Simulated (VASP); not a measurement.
BeTe, 2 atoms in the cell. It takes space group Fm-3m (No. 225, cubic). The conventional cell has a = 5.361 Å, b = 5.361 Å, c = 5.361 Å, α = 90.00°, β = 90.00°, γ = 90.00°. Be (site symmetry m-3m) has 6 Te at 2.68 Å within 3.5 Å. Te (site symmetry m-3m) has 6 Be at 2.68 Å within 3.5 Å. 

```yaml
Program: VASP 6.6.1
Task: single point
Functional: PBE
Potentials_or_basis: VASP PAW PBE potentials, release 64 (Be, Te)
Cutoff: 520 eV
k_mesh: 18 × 18 × 18
Occupations: gaussian, width 0.1 eV
Spin: no spin polarisation
Dipole_correction: no
Further_INCAR_settings: ALGO = Normal; EDIFF = 1e-07; NBANDS = 11
```

Potentials or basis: VASP PAW PBE potentials, release 64 (Be, Te).

Command:

```sh
$ cat potpaw_PBE.64/Be/POTCAR potpaw_PBE.64/Te/POTCAR > POTCAR
$ mpirun -np 1 vasp_std > vasp.out
```

Hardware: 1 thread of Intel(R) Xeon(R) Platinum 8375C CPU @ 2.90GHz (Ice Lake), with other jobs on the host.

Q: Estimate the wall time of this run.

A: It took 46 s on 1 thread of Intel(R) Xeon(R) Platinum 8375C CPU @ 2.90GHz (Ice Lake), on a shared host, peak memory 0.22 GiB. Counts: scf iterations 11, k points 195.
